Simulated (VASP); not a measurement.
Wanted: the native input for a VASP 6.6.1 run.

```yaml
Task: single point
Functional: r2SCAN
Potentials_or_basis: VASP PAW PBE potentials, release 64 (Si)
Cutoff: 520 eV
k_mesh: 12 × 12 × 4
Occupations: gaussian, width 0.01 eV
Spin: no spin polarisation
Dipole_correction: no
Further_INCAR_settings: ALGO = Normal; EDIFF = 1e-06; NBANDS = 16
```

The system is Si.

```
CELL_PARAMETERS angstrom
3.83212 -0.01035 0.00000
-1.92502 3.32388 0.00000
0.00000 0.00000 6.34124
ATOMIC_POSITIONS crystal
Si 0.33378 0.66667 0.06306
Si 0.66622 0.33333 0.56306
Si 0.33378 0.66667 0.43694
Si 0.66622 0.33333 0.93694
```

This cell differs from its parent crystal: shear xy strain -0.5%.

One way to write it, as run:

POSCAR

```
Si
1.0
    3.8321168108     -0.0103467154      0.0000000000
   -1.9250189238      3.3238838661      0.0000000000
    0.0000000000      0.0000000000      6.3412386841
Si
4
Direct
    0.3337754212      0.6666699013      0.0630620219
    0.6662245788      0.3333300987      0.5630620219
    0.3337754212      0.6666699013      0.4369379781
    0.6662245788      0.3333300987      0.9369379781
```

INCAR.step1

```
SYSTEM = Si
PREC = Accurate ; ENCUT = 520
ISMEAR = 0 ; SIGMA = 0.01
LREAL = .False. ; LASPH = .True.
NELM = 60 ; NBANDS = 16
GGA = PE ; ALGO = Normal
EDIFF = 1E-4 ; LWAVE = .True.
LCHARG = .False.
```

INCAR.step2

```
SYSTEM = Si
PREC = Accurate ; ENCUT = 520
EDIFF = 1E-6 ; ISMEAR = 0
SIGMA = 0.01 ; LREAL = .False.
LASPH = .True. ; NELM = 60
ALGO = Normal ; ISIF = 2
LWAVE = .False. ; LCHARG = .True.
METAGGA = R2SCAN ; LMIXTAU = .True.
LELF = .True. ; LVHAR = .True.
NBANDS = 16 ; ISTART = 1
```

KPOINTS

```
Automatic mesh
0
Gamma
  12 12 4
  0 0 0
```

Potentials or basis: VASP PAW PBE potentials, release 64 (Si).

The run is started by

```sh
$ cat potpaw_PBE.64/Si/POTCAR > POTCAR
$ cp INCAR.step1 INCAR
$ mpirun -np 1 vasp_std > vasp.out
$ cp INCAR.step2 INCAR
$ mpirun -np 1 vasp_std > vasp.out
```

It gave:

```yaml
Pressure: -0.2 GPa
Band_gap_on_the_k_mesh: 0.56 eV (least direct gap 1.35 eV)
```

Caveat: the cell differs from its parent crystal (shear xy strain -0.5%); semilocal functionals underestimate gaps, and a narrow one can read as zero; the PAW data sets were made with another functional, which shifts forces and pressure a little.

Run time: 8.1 min on 1 thread of AMD EPYC 9R45 96-Core Processor (Zen 5) (shared host), peak memory 0.31 GiB.
